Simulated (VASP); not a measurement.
# BaF2 (Fm-3m) in VASP: further runs

Runs on BaF2. Level: PBE. Tasks: single point, relaxation of the atoms.

Program: VASP 6.6.1. These are calculated values, not measurements. Logs are shortened: lines on timing, memory, paths and dates and some standing lists are left out, and cuts for length are marked.

**1. The cell of the first run**

Symmetry: Fm-3m, No. 225, cubic system. Conventional cell: a = 6.200 Å, b = 6.200 Å, c = 6.200 Å, α = 90.00°, β = 90.00°, γ = 90.00°. Ba (site symmetry m-3m) has 8 F at 2.68 Å within 3.5 Å. Within 3.5 Å of F (site symmetry -43m) lie 4 Ba at 2.68 Å and 6 F at 3.10 Å.

**2. Single point, PBE**

INCAR

```
PREC     = Accurate       # precision mode
ENCUT    = 600            # plane-wave cutoff, eV
EDIFF    = 1E-6           # SCF threshold, eV
ISMEAR   = -1             # smearing method
SIGMA    = 0.02           # smearing width, eV
LREAL    = False          # projectors in reciprocal space
LASPH    = True           # aspherical terms in the spheres
NELM     = 120            # most SCF steps
ALGO     = Normal         # electronic algorithm
ISIF     = 2              # what is computed and relaxed
LWAVE    = False          # write WAVECAR
LCHARG   = False          # write CHGCAR
GGA      = PE             # functional
NBANDS   = 19             # bands
GGA_COMPAT= False
```

KPOINTS

```
regular mesh
0
Gamma
  7 7 7
```

POSCAR

```
BaF2
1.0
    0.0000000000      3.1000500000      3.1000500000
    3.1000500000      0.0000000000      3.1000500000
    3.1000500000      3.1000500000      0.0000000000
Ba F
1 2
Direct
    0.0000000000      0.0000000000      0.0000000000
    0.2500000000      0.2500000000      0.2500000000
    0.7500000000      0.7500000000      0.7500000000
```

Potentials or basis: VASP PAW PBE potentials, release 64 (Ba_sv, F).

Launch:

```console
> cat potpaw_PBE.64/Ba_sv/POTCAR potpaw_PBE.64/F/POTCAR > POTCAR
> mpirun -np 1 vasp_std > vasp.out
```

OUTCAR:

```text
PREC = Accurate
   ENCUT = 600
   EDIFF = 1E-6
   ISMEAR = -1
   LREAL = False
   LASPH = True
   NELM = 120
   ISIF = 2
   GGA = PE

 ion  position               nearest neighbor table
   1  0.000  0.000  0.000-   3 2.68   3 2.68   2 2.68   3 2.68   2 2.68   2 2.68   3 2.68   2 2.68

   2  0.250  0.250  0.250-   1 2.68   1 2.68   1 2.68   1 2.68
   3  0.750  0.750  0.750-   1 2.68   1 2.68   1 2.68   1 2.68

  LATTYP: Found a face centered cubic cell.
 ALAT       =     6.2001000000

  Lattice vectors:

 A1 = (   0.0000000000,   3.1000500000,   3.1000500000)
 A2 = (   3.1000500000,   0.0000000000,   3.1000500000)
 A3 = (   3.1000500000,   3.1000500000,   0.0000000000)

Analysis of symmetry for initial positions (statically):
=====================================================================
 Subroutine PRICEL returns:
 Original cell was already a primitive cell.

 Routine SETGRP: Setting up the symmetry group for a
 face centered cubic supercell.

 Subroutine GETGRP returns: Found 48 space group operations
 (whereof 48 operations were pure point group operations)
 out of a pool of 48 trial point group operations.

The static configuration has the point symmetry O_h .

Analysis of symmetry for dynamics (positions and initial velocities):
=====================================================================
 Subroutine PRICEL returns:
 Original cell was already a primitive cell.

 Routine SETGRP: Setting up the symmetry group for a
 face centered cubic supercell.

 Subroutine GETGRP returns: Found 48 space group operations
 (whereof 48 operations were pure point group operations)
 out of a pool of 48 trial point group operations.

The dynamic configuration has the point symmetry O_h .

 Subroutine INISYM returns: Found 48 space group operations
 (whereof 48 operations are pure point group operations),
 and found     1 'primitive' translations

----------------------------------------------------------------------------------------

                                     Primitive cell

  volume of cell :      59.5849

  direct lattice vectors                    reciprocal lattice vectors
     0.000000000  3.100050000  3.100050000    -0.161287721  0.161287721  0.161287721
     3.100050000  0.000000000  3.100050000     0.161287721 -0.161287721  0.161287721
     3.100050000  3.100050000  0.000000000     0.161287721  0.161287721 -0.161287721

  length of vectors
     4.384132754  4.384132754  4.384132754     0.279358528  0.279358528  0.279358528

  position of ions in fractional coordinates (direct lattice)
     0.000000000  0.000000000  0.000000000
     0.250000000  0.250000000  0.250000000
     0.750000000  0.750000000  0.750000000

  ion indices of the primitive-cell ions
   primitive index   ion index
                 1           1
                 2           2
                 3           3

----------------------------------------------------------------------------------------

 KPOINTS: regular mesh

Automatic generation of k-mesh.
 Grid dimensions read from file:
 generate k-points for:    7    7    7

 Generating k-lattice:

  Cartesian coordinates                     Fractional coordinates (reciprocal lattice)
    -0.023041103  0.023041103  0.023041103     0.142857143  0.000000000  0.000000000
     0.023041103 -0.023041103  0.023041103     0.000000000  0.142857143  0.000000000
     0.023041103  0.023041103 -0.023041103     0.000000000  0.000000000  0.142857143

  Length of vectors
     0.039908361  0.039908361  0.039908361

  Shift w.r.t. Gamma in fractional coordinates (k-lattice)
     0.000000000  0.000000000  0.000000000

 Subroutine IBZKPT returns following result:
 ===========================================

 Found     20 irreducible k-points:

 Following reciprocal coordinates:
            Coordinates               Weight
  0.000000  0.000000  0.000000      1.000000
  0.142857  0.000000  0.000000      8.000000
  0.285714  0.000000  0.000000      8.000000
  0.428571  0.000000  0.000000      8.000000
  0.142857  0.142857  0.000000      6.000000
  0.285714  0.142857  0.000000     24.000000
[... 12 lines left out ...]
 -0.428571  0.428571  0.142857     24.000000
 -0.285714  0.428571  0.142857     24.000000
   k-points           NKPTS =     20   k-points in BZ     NKDIM =     20   number of bands    NBANDS=     19
   number of dos      NEDOS =    301   number of ions     NIONS =      3
   total plane-waves  NPLWV =  46656
   dimension x,y,z NGX =    36 NGY =   36 NGZ =   36
   dimension x,y,z NGXF=    72 NGYF=   72 NGZF=   72
   ions per type =               1   2
   NGX,Y,Z   is equivalent  to a cutoff of  13.65, 13.65, 13.65 a.u.
   NGXF,Y,Z  is equivalent  to a cutoff of  27.30, 27.30, 27.30 a.u.
 SYSTEM =  unknown system
   PREC   = accura    normal or accurate (medium, high low for compatibility)
   ISTART =      0    job   : 0-new  1-cont  2-samecut
   ICHARG =      2    charge: 1-file 2-atom 10-const
   ISPIN  =      1    spin polarized calculation?
   LNONCOLLINEAR =      F non collinear calculations
   LSORBIT =      F    spin-orbit coupling
   LASPH  =      T    aspherical Exc in radial PAW
   ENCUT  =  600.0 eV  44.10 Ry    6.64 a.u.   8.76  8.76  8.76*2*pi/ulx,y,z
   NELM   =    120;   NELMIN=  2; NELMDL= -5     # of ELM steps
   EDIFF  = 0.1E-05   stopping-criterion for ELM
   LREAL  =      F    real-space projection
   EDIFFG = 0.1E-04   stopping-criterion for IOM
   NSW    =      0    number of steps for IOM
   IBRION =     -1    ionic relax: 0-MD 1-quasi-New 2-CG
   NFREE  =      0    steps in history (QN), initial steepest desc. (CG)
   ISIF   =      2    stress and relaxation
   ISYM   =      2    0-nonsym 1-usesym 2-fastsym
   POTIM  = 0.5000    time-step for ionic-motion
   TEBEG  =    0.0;   TEEND  =   0.0 temperature during run
   PSTRESS=    0.0 pullay stress
   NELECT =      24.0000    total number of electrons
   NUPDOWN=      -1.0000    fix difference up-down
   EMIN   =  10.00;   EMAX   =-10.00  energy-range for DOS
   EFERMI =   0.00;   METHOD = LEGACY
   ISMEAR =    -1;   SIGMA  =   0.02  broadening in eV -4-tet -1-fermi 0-gaus
   EFERMI_NEDOS =   21; number of points for ismear=-14 and -15
   IALGO  =     38    algorithm
   IMIX   =      4    mixing-type and parameters
     AMIX     =   0.40;   BMIX     =  1.00
     AMIX_MAG =   1.60;   BMIX_MAG =  1.00
  volume/ion in A,a.u.               =      19.86       134.03
  Fermi-wavevector in a.u.,A,eV,Ry     =   1.209019  2.284715 19.888011  1.461728
  Thomas-Fermi vector in A             =   2.344609
   LORBIT       =      0    0 simple, 1 ext, 2 COOP (PROOUT), +10 PAW based schemes
   GGA     = PE    functional components
   LHFCALC =     F    Hartree Fock is set to
   AEXX    =    0.0000 exact exchange contribution
   IVDW    =     0    specifies the selected vdW correction
   LEPSILON=     F    determine dielectric tensor
   LRPA    =     F    only Hartree local field effects (RPA)
 non-spin polarized calculation
  energy-cutoff  :      600.00
  volume of cell :       59.58
 maximum number of plane-waves:      2006
   NGX = 17   NGY = 17   NGZ = 17

 number of electron      24.0000002 magnetization

 Free energy of the ion-electron system (eV)
  ---------------------------------------------------
  ext. energy  EPLUGINS =         0.00000000
  ---------------------------------------------------
  free energy    TOTEN  =       -17.11267520 eV

  energy without entropy =      -17.11267520  energy(sigma->0) =      -17.11267520

 E-fermi :  -1.5139     XC(G=0):  -8.7007

 val. band max:       -2.0914937030   @ k =   0.4286   0.2857   0.1429
 cond. band min:       4.6915713435   @ k =   0.0000   0.0000   0.0000
 fundamental gap:      6.7830650464
 Fermi energy:        -1.5138912721

 k-point     1 :       0.0000    0.0000    0.0000
  band No.  band energies     occupation
      1     -25.1716      2.00000
      2     -21.0054      2.00000
      3     -20.9570      2.00000
      4     -10.0091      2.00000
      5     -10.0091      2.00000
      6     -10.0091      2.00000
[... 11 lines left out ...]
     18       9.3134      0.00000
     19      13.3726      0.00000

 k-point     2 :       0.1429    0.0000    0.0000
  band No.  band energies     occupation
      1     -25.1339      2.00000
      2     -21.0267      2.00000
      3     -21.0025      2.00000
      4     -10.0451      2.00000
      5     -10.0402      2.00000
      6     -10.0402      2.00000
[... 11 lines left out ...]
     18       9.3316      0.00000
     19      12.5466      0.00000

 k-point     3 :       0.2857    0.0000    0.0000
  band No.  band energies     occupation
      1     -25.0453      2.00000
      2     -21.1323      2.00000
      3     -21.0511      2.00000
      4     -10.1158      2.00000
      5     -10.1078      2.00000
      6     -10.1078      2.00000
[... 11 lines left out ...]
     18       9.3986      0.00000
     19      11.5160      0.00000

 k-point     4 :       0.4286    0.0000    0.0000
  band No.  band energies     occupation
      1     -24.9699      2.00000
      2     -21.2328      2.00000
      3     -21.0789      2.00000
      4     -10.1640      2.00000
      5     -10.1599      2.00000
      6     -10.1599      2.00000
[... 11 lines left out ...]
     18       9.4873      0.00000
     19      11.6614      0.00000

 k-point     5 :       0.1429    0.1429    0.0000
  band No.  band energies     occupation
      1     -25.1212      2.00000
      2     -21.0292      2.00000
      3     -21.0222      2.00000
      4     -10.0877      2.00000
      5     -10.0877      2.00000
      6      -9.9821      2.00000
[... 11 lines left out ...]
     18       9.3895      0.00000
     19      13.3714      0.00000

 k-point     6 :       0.2857    0.1429    0.0000
  band No.  band energies     occupation
      1     -25.0490      2.00000
      2     -21.1125      2.00000
      3     -21.0641      2.00000
      4     -10.1653      2.00000
      5     -10.1645      2.00000
      6      -9.9961      2.00000
[... 11 lines left out ...]
     18       9.4859      0.00000
     19      12.2004      0.00000

 k-point     7 :       0.4286    0.1429    0.0000
  band No.  band energies     occupation
      1     -24.9679      2.00000
      2     -21.2117      2.00000
      3     -21.1033      2.00000
      4     -10.2139      2.00000
      5     -10.2122      2.00000
      6     -10.0677      2.00000
[... 11 lines left out ...]
     18       9.7014      0.00000
     19      11.6729      0.00000

 k-point     8 :      -0.4286    0.1429    0.0000
  band No.  band energies     occupation
      1     -24.9419      2.00000
      2     -21.2410      2.00000
      3     -21.1180      2.00000
      4     -10.2045      2.00000
      5     -10.1978      2.00000
      6     -10.1416      2.00000
[... 168 lines left out ...]
 k-point    16 :      -0.4286    0.4286    0.0000
  band No.  band energies     occupation
      1     -24.8842      2.00000
      2     -21.3045      2.00000
      3     -21.1478      2.00000
      4     -10.3767      2.00000
      5     -10.3742      2.00000
      6      -9.9003      2.00000
[... 11 lines left out ...]
     18      11.7341      0.00000
     19      12.3760      0.00000

 k-point    17 :       0.4286    0.2857    0.1429
  band No.  band energies     occupation
      1     -24.9798      2.00000
      2     -21.1805      2.00000
      3     -21.1142      2.00000
      4     -10.2489      2.00000
      5     -10.2136      2.00000
      6     -10.0109      2.00000
[... 11 lines left out ...]
     18       9.9281      0.00000
     19      12.3163      0.00000

 k-point    18 :      -0.4286    0.2857    0.1429
  band No.  band energies     occupation
      1     -24.9219      2.00000
      2     -21.2288      2.00000
      3     -21.1635      2.00000
      4     -10.3134      2.00000
      5     -10.1811      2.00000
      6     -10.0935      2.00000
[... 11 lines left out ...]
     18      10.6671      0.00000
     19      11.9841      0.00000

 k-point    19 :      -0.4286    0.4286    0.1429
  band No.  band energies     occupation
      1     -24.8960      2.00000
      2     -21.2735      2.00000
      3     -21.1603      2.00000
      4     -10.3894      2.00000
      5     -10.2847      2.00000
      6      -9.9597      2.00000
[... 11 lines left out ...]
     18      11.2219      0.00000
     19      12.6952      0.00000

 k-point    20 :      -0.2857    0.4286    0.1429
  band No.  band energies     occupation
      1     -24.8893      2.00000
      2     -21.2412      2.00000
      3     -21.2047      2.00000
      4     -10.3907      2.00000
      5     -10.1900      2.00000
      6     -10.0698      2.00000
[... 11 lines left out ...]
     18      11.8783      0.00000
     19      12.7182      0.00000

------------------------ aborting loop because EDIFF is reached ----------------------------------------

  FORCE on cell =-STRESS in cart. coord.  units (eV):
  Direction    XX          YY          ZZ          XY          YZ          ZX
  --------------------------------------------------------------------------------------
  -------------------------------------------------------------------------------------
  Total        0.8480817      0.8480817      0.8480817      0.0000000     -0.0000000      0.0000000
  in kB       22.8040617     22.8040617     22.8040617      0.0000000     -0.0000000      0.0000000
  external PRESSURE =      22.8040617 kB  Pullay stress =       0.0000000 kB

 VOLUME and BASIS-vectors are now :
 -----------------------------------------------------------------------------
  energy-cutoff  :      600.00
  volume of cell :       59.58
      direct lattice vectors                 reciprocal lattice vectors
     0.000000000  3.100050000  3.100050000    -0.161287721  0.161287721  0.161287721
     3.100050000  0.000000000  3.100050000     0.161287721 -0.161287721  0.161287721
     3.100050000  3.100050000  0.000000000     0.161287721  0.161287721 -0.161287721

 POSITION                                       TOTAL-FORCE (eV/Angst)
 -----------------------------------------------------------------------------------
      0.00000      0.00000      0.00000         0.000000      0.000000      0.000000
      1.55002      1.55002      1.55002        -0.000000     -0.000000     -0.000000
      4.65008      4.65008      4.65008         0.000000      0.000000      0.000000
 -----------------------------------------------------------------------------------
    total drift:                                0.000000      0.000000      0.000000

  FREE ENERGIE OF THE ION-ELECTRON SYSTEM (eV)
  ---------------------------------------------------
  free  energy   TOTEN  =       -17.1126752049 eV

  energy  without entropy=      -17.1126752049  energy(sigma->0) =      -17.11267520
```

It took 41 s on 1 thread of Intel Xeon 8259CL, shared host; peak memory 0.21 GiB.

What came out:

```
Free energy            : -17.1127 eV
Pressure               : 2.3 GPa
Band gap on the k mesh : 6.78 eV (least direct gap 6.84 eV)
```

Levels at points of the mesh, in eV from the valence-band top:
```tsv
k point	band 10	band 11	band 12	band 13	band 14	band 15
(0.00, 0.00, 0.00)	-0.06	-0.06	-0.06	6.78	9.20	9.20
```

Caveat: spin-orbit coupling is left out, which moves the levels of the heavy elements; an odd mesh through Γ misses points on the zone boundary, where band edges can lie.

**3. Relaxation of the atoms, PBE**

INCAR

```
PREC     = Accurate       # precision mode
ENCUT    = 520            # plane-wave cutoff, eV
EDIFF    = 1E-7           # SCF threshold, eV
ISMEAR   = -1             # smearing method
SIGMA    = 0.02           # smearing width, eV
LREAL    = F              # projectors in reciprocal space
LASPH    = T              # aspherical terms in the spheres
NELM     = 120            # most SCF steps
ALGO     = Normal         # electronic algorithm
ISIF     = 2              # what is computed and relaxed
LWAVE    = F              # write WAVECAR
LCHARG   = F              # write CHGCAR
GGA      = PE             # functional
IBRION   = 2              # ionic algorithm
NSW      = 80             # ionic steps
EDIFFG   = -0.02          # ionic threshold
GGA_COMPAT= F            
NELMIN   = 4
```

KPOINTS is that of step 2.

POSCAR is that of step 2.

Potentials or basis: VASP PAW PBE potentials, release 64 (Ba_sv, F).

Launch:

```console
> cat potpaw_PBE.64/Ba_sv/POTCAR potpaw_PBE.64/F/POTCAR > POTCAR
> mpirun -np 1 vasp_std > vasp.out
```

Run time: 37 s. Hardware: 1 thread of Intel Xeon 8259CL, shared host; peak memory 0.21 GiB.

Results (log left out):

```
Free energy             : -17.1087 eV
Pressure after relaxing : 2.4 GPa
Band gap on the k mesh  : 6.78 eV (least direct gap 6.84 eV)
```

Final structure:
```
CELL_PARAMETERS angstrom
0.00000 3.10005 3.10005
3.10005 0.00000 3.10005
3.10005 3.10005 0.00000
ATOMIC_POSITIONS crystal
Ba 0.00000 0.00000 0.00000
F 0.25000 0.25000 0.25000
F 0.75000 0.75000 0.75000
```

Levels at points of the mesh, in eV from the valence-band top:
| k point | band 9 | band 10 | band 11 | band 12 | band 13 | band 14 | band 15 | band 16 |
| --- | --- | --- | --- | --- | --- | --- | --- | --- |
| (0.00, 0.00, 0.00) | -1.48 | -0.06 | -0.06 | -0.06 | 6.78 | 9.20 | 9.20 | 11.40 |

Caveat: the relaxation stopped at its first step, so nothing moved; spin-orbit coupling is left out, which moves the levels of the heavy elements; an odd mesh through Γ misses points on the zone boundary, where band edges can lie.
